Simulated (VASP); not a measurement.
A run of VASP 6.6.1:

INCAR

```
PREC = Accurate ; ENCUT = 520
EDIFF = 1E-7 ; ISMEAR = 0
SIGMA = 0.1 ; LREAL = False
LASPH = True ; NELM = 150
ALGO = Normal ; ISIF = 2
LWAVE = False ; LCHARG = False
ISPIN = 2 ; MAGMOM = 0 0 0 0 0 0 0 0 1 1
LORBIT = 11 ; GGA = PE
NBANDS = 35
```

The input KPOINTS:

```
Automatic mesh
0
Gamma
  6 6 1
```

Contents of POSCAR:

```
Si4C
1.0
    2.8912222911      0.0000000000      0.0000000000
   -1.4456111455      2.5038719521      0.0000000000
    0.0000000000      0.0000000000     21.8675149849
Si C
8 2
Direct
    0.3333333333      0.6666666667      0.8623268501
    0.3333333333      0.6666666667      0.0506173237
    0.3333333333      0.6666666667      0.2374146070
    0.3333333333      0.6666666667      0.3483440882
    0.6666666667      0.3333333333      0.7625853930
    0.6666666667      0.3333333333      0.9493826763
    0.6666666667      0.3333333333      0.1376731499
    0.6666666667      0.3333333333      0.6516559118
    0.3333333333      0.6666666667      0.7107735589
    0.6666666667      0.3333333333      0.2892264411
```

Potentials or basis: VASP PAW PBE potentials, release 64 (Si, C).

Run with:

```bash
$ cat potpaw_PBE.64/Si/POTCAR potpaw_PBE.64/C/POTCAR > POTCAR
$ mpirun -np 1 vasp_std > vasp.out
```

Hardware: 1 thread of Intel(R) Xeon(R) 6975P-C (Granite Rapids), on a shared host.

**Question.** How long does it take, and how much memory?

**Answer.** Run time: 96 s on 1 thread of Intel(R) Xeon(R) 6975P-C (Granite Rapids), on a shared host, peak memory 0.38 GiB. Counts: scf iterations 29, k points 7.
